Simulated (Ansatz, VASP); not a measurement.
TiN: VASP beside Ansatz

```
Ti N
1.0
     3.00328    0.00000    0.00000
     0.00000    3.00328    0.00000
     0.00000    0.00000   20.24730
Ti N
3 3
Direct
  0.25000 0.25000 0.40171
  0.75000 0.75000 0.50000
  0.25000 0.25000 0.59829
  0.75000 0.75000 0.39184
  0.25000 0.25000 0.50000
  0.75000 0.75000 0.60816
```

Alike in both runs: functional PBE; k mesh 12 × 12 × 1; occupations fermi-dirac, width 0.08 eV; no spin polarisation.

Ansatz relaxed the structure, and its values are those at the end. VASP's run is a single point on that final structure, the one shown.

```csv
,VASP,Ansatz
version,VASP 6.6.1,Ansatz 0.2.0
potentials or method,"VASP PAW PBE potentials, release 64 (Ti_sv, N), cutoff 520 eV","all-electron LAPW, scalar-relativistic"
```

VASP gave:

| Quantity | Value |
| --- | --- |
| rms of the force components (eV/Å) | 0.010 |

Estimate Ansatz's values.

rms of the force components (eV/Å): 0.000.

Ansatz ran all-electron here, and VASP with PAW potentials.
